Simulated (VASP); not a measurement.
# TaS2 (P-3m1) in VASP: notebook, part 2 of 2

VASP 6.6.1.

**4. Single point, PBE (equal xx and yy strain of -1 %)**

File INCAR:

```
ALGO = Normal
EDIFF = 1E-6
ENCUT = 500
GGA = PE
GGA_COMPAT = F
ISIF = 2
ISMEAR = -1
LASPH = T
LCHARG = F
LREAL = F
LWAVE = F
NBANDS = 18
NELM = 120
PREC = Accurate
SIGMA = 0.03
```

File KPOINTS:

```
k-points
0
Gamma
  9 9 5
```

File POSCAR:

```
TaS2
1.0
    3.3165020994      0.0000000000      0.0000000000
   -1.6582510497      2.8721750698      0.0000000000
    0.0000000000      0.0000000000      5.8600000000
Ta S
1 2
Direct
    0.0000000000      0.0000000000      0.0000000000
    0.3333333333      0.6666666667      0.2500000000
    0.6666666667      0.3333333333      0.7500000000
```

Potentials or basis: VASP PAW PBE potentials, release 64 (Ta_pv, S).

Started as:

```
$ cat potpaw_PBE.64/Ta_pv/POTCAR potpaw_PBE.64/S/POTCAR > POTCAR
$ mpirun -np 1 vasp_std > vasp.out
```

OUTCAR:

```text
EDIFF = 1E-6
   ENCUT = 500
   GGA = PE
   ISIF = 2
   ISMEAR = -1
   LASPH = T
   LREAL = F
   NELM = 120
   PREC = Accurate

 ion  position               nearest neighbor table
   1  0.000  0.000  0.000-   2 2.41   3 2.41   3 2.41   2 2.41   3 2.41   2 2.41
   2  0.333  0.667  0.250-   1 2.41   1 2.41   1 2.41
   3  0.667  0.333  0.750-   1 2.41   1 2.41   1 2.41

  LATTYP: Found a hexagonal cell.
 ALAT       =     3.3165020994
 C/A-ratio  =     1.7669218425

  Lattice vectors:

 A1 = (   3.3165020994,   0.0000000000,   0.0000000000)
 A2 = (  -1.6582510497,   2.8721750698,   0.0000000000)
 A3 = (   0.0000000000,   0.0000000000,   5.8600000000)

Analysis of symmetry for initial positions (statically):
=====================================================================
 Subroutine PRICEL returns:
 Original cell was already a primitive cell.

 Routine SETGRP: Setting up the symmetry group for a
 hexagonal supercell.

 Subroutine GETGRP returns: Found 12 space group operations
 (whereof 12 operations were pure point group operations)
 out of a pool of 24 trial point group operations.

The static configuration has the point symmetry D_3d.
[... 161 lines left out ...]

 E-fermi :   5.8601     XC(G=0): -10.6110

 val. band max:        5.8440485603   @ k =   0.2222   0.1111   0.0000
 cond. band min:       5.8752573308   @ k =   0.1111   0.0000   0.0000
 fundamental gap:      0.0312087705
 Fermi energy:         5.8601457758

 k-point     1 :       0.0000    0.0000    0.0000
  band No.  band energies     occupation
      1     -29.3484      2.00000
      2     -29.3035      2.00000
      3     -29.3035      2.00000
      4      -9.4133      2.00000
      5      -7.2750      2.00000
      6      -1.2579      2.00000
[... 481 lines left out ...]
      5      -7.3444      2.00000
      6      -0.1176      2.00000
[... 10 lines left out ...]
     17      12.7210      0.00000
     18      13.4152      0.00000

 [... further k-points ...]

------------------------ aborting loop because EDIFF is reached ----------------------------------------

  FORCE on cell =-STRESS in cart. coord.  units (eV):
  Direction    XX          YY          ZZ          XY          YZ          ZX
  --------------------------------------------------------------------------------------
  -------------------------------------------------------------------------------------
  Total        3.8654893      3.8654893      5.3210512      0.0000000     -0.0000000      0.0000000
  in kB      110.9497321    110.9497321    152.7281941      0.0000000     -0.0000000      0.0000000
  external PRESSURE =     124.8758861 kB  Pullay stress =       0.0000000 kB

 VOLUME and BASIS-vectors are now :
 -----------------------------------------------------------------------------
  energy-cutoff  :      500.00
  volume of cell :       55.82
      direct lattice vectors                 reciprocal lattice vectors
     3.316502099  0.000000000  0.000000000     0.301522499  0.174084096  0.000000000
    -1.658251050  2.872175070  0.000000000     0.000000000  0.348168192  0.000000000
     0.000000000  0.000000000  5.860000000     0.000000000  0.000000000  0.170648464

 POSITION                                       TOTAL-FORCE (eV/Angst)
 -----------------------------------------------------------------------------------
      0.00000      0.00000      0.00000        -0.000000      0.000000      0.000000
     -0.00000      1.91478      1.46500         0.000000      0.000000      1.551150
      1.65825      0.95739      4.39500        -0.000000      0.000000     -1.551150
 -----------------------------------------------------------------------------------
    total drift:                               -0.000000      0.000000      0.000000

  FREE ENERGIE OF THE ION-ELECTRON SYSTEM (eV)
  ---------------------------------------------------
  free  energy   TOTEN  =       -22.9496443000 eV

  energy  without entropy=      -22.9438389567  energy(sigma->0) =      -22.94674163
```

stdout:

```text
POSCAR found type information on POSCAR TaS
 POSCAR found :  2 types and       3 ions
 scaLAPACK will be used
 LDA part: xc-table for (Slater+PW92), standard interpolation
 POSCAR, INCAR and KPOINTS ok, starting setup
 FFT: planning ... GRIDC
 FFT: planning ... GRID_SOFT
 FFT: planning ... GRID
 WAVECAR not read
 entering main loop
```

It took 75 s on 1 thread of AMD EPYC 7R43 (Zen 3), shared host; peak memory 0.16 GiB.

What came out:

| Property | Result |
| --- | --- |
| Free energy | -22.9496 eV |
| Pressure | 12.5 GPa |
| Largest force | 1.551 eV/Å |

Forces on the atoms (eV/Å):
```
Ta   0.000  0.000  0.000
S    0.000  0.000  1.551
S    0.000  0.000 -1.551
```

Stress tensor (GPa, compression positive):
```
11.09  0.00  0.00
 0.00 11.09  0.00
 0.00  0.00 15.27
```

Caveat: the cell differs from its parent crystal (equal xx and yy strain of -1 %); spin-orbit coupling is left out, which moves the levels of the heavy elements; this functional lacks dispersion, which binds the layers, so the pressure and a relaxed spacing across them are unreliable; forces of over 1 eV/Å act on the atoms, so gaps and moduli don't describe the material at rest.

**5. Single point, PBE (equal xx and yy strain of +2 %)**

File INCAR:

```
SYSTEM = TaS2
ALGO = Normal
EDIFF = 1E-6
ENCUT = 500
GGA = PE
GGA_COMPAT = .FALSE.
ISIF = 2
ISMEAR = -1
LASPH = .TRUE.
LCHARG = .FALSE.
LREAL = .FALSE.
LWAVE = .FALSE.
NBANDS = 18
NELM = 120
PREC = Accurate
SIGMA = 0.03
```

File KPOINTS:

```
k-points
0
G
  9 9 5
  0 0 0
```

File POSCAR:

```
TaS2
1.0
    3.4170021630      0.0000000000      0.0000000000
   -1.7085010815      2.9592106780      0.0000000000
    0.0000000000      0.0000000000      5.8600000000
Ta S
1 2
Direct
    0.0000000000      0.0000000000      0.0000000000
    0.3333333333      0.6666666667      0.2500000000
    0.6666666667      0.3333333333      0.7500000000
```

Started as:

```
$ cat potpaw_PBE.64/Ta_pv/POTCAR potpaw_PBE.64/S/POTCAR > POTCAR
$ mpirun -np 1 vasp_std > vasp.out
```

Run time: 94 s. Hardware: 1 thread of AMD EPYC 7R43 (Zen 3), shared host; peak memory 0.17 GiB.

Results (log left out):

* Free energy: -23.0767 eV
* Pressure: 3.3 GPa
* Largest force: 0.704 eV/Å

Forces in eV/Å, atoms in the order of the input:
```
Ta   0.000  0.000  0.000
S    0.000  0.000  0.704
S    0.000  0.000 -0.704
```

Stress tensor (GPa, compression positive):
```
1.12 0.00 0.00
0.00 1.12 0.00
0.00 0.00 7.58
```

Levels at points of the mesh, in eV from the Fermi level:
```
           k point  band 8  band 9  band 10  band 11  band 12  band 13  band 14  band 15  band 16  band 17
(0.00, 0.00, 0.00)   -4.24   -1.27    -0.92    -0.92    -0.01    -0.01     0.40     3.92     3.92     5.05
```

Caveat: the cell differs from its parent crystal (equal xx and yy strain of +2 %); spin-orbit coupling is left out, which moves the levels of the heavy elements; this functional lacks dispersion, which binds the layers, so the pressure and a relaxed spacing across them are unreliable.

**6. Summary**

| cell | gap on the mesh (eV) | pressure (GPa) | largest force (eV/Å) |
| --- | --- | --- | --- |
| a = 3.350, b = 3.350, c = 5.977 Å, angles 90.0, 90.0, 120.0°, 3 atoms | none | 6.1 | 0.78 |
| a = 3.250, b = 3.250, c = 5.860 Å, angles 90.0, 90.0, 120.0°, 3 atoms | none | 20.1 | 2.21 |
| a = 3.317, b = 3.317, c = 5.860 Å, angles 90.0, 90.0, 120.0°, 3 atoms | none | 12.5 | 1.55 |
| a = 3.417, b = 3.417, c = 5.860 Å, angles 90.0, 90.0, 120.0°, 3 atoms | none | 3.3 | 0.70 |

Alike in all rows: task single point; level PBE; potentials or basis VASP PAW PBE potentials, release 64 (Ta_pv, S); no spin polarisation; k mesh 9 × 9 × 5; cutoff (eV) 500; smearing fermi-dirac 0.03 eV.

Caveats: spin-orbit coupling is left out, which moves the levels of the heavy elements; this functional lacks dispersion, which binds the layers, so the pressure and a relaxed spacing across them are unreliable; forces of over 1 eV/Å act on the atoms, so gaps and moduli don't describe the material at rest (some runs).

Total energies depend on the potentials used, so only differences within one code and one set of settings carry meaning.
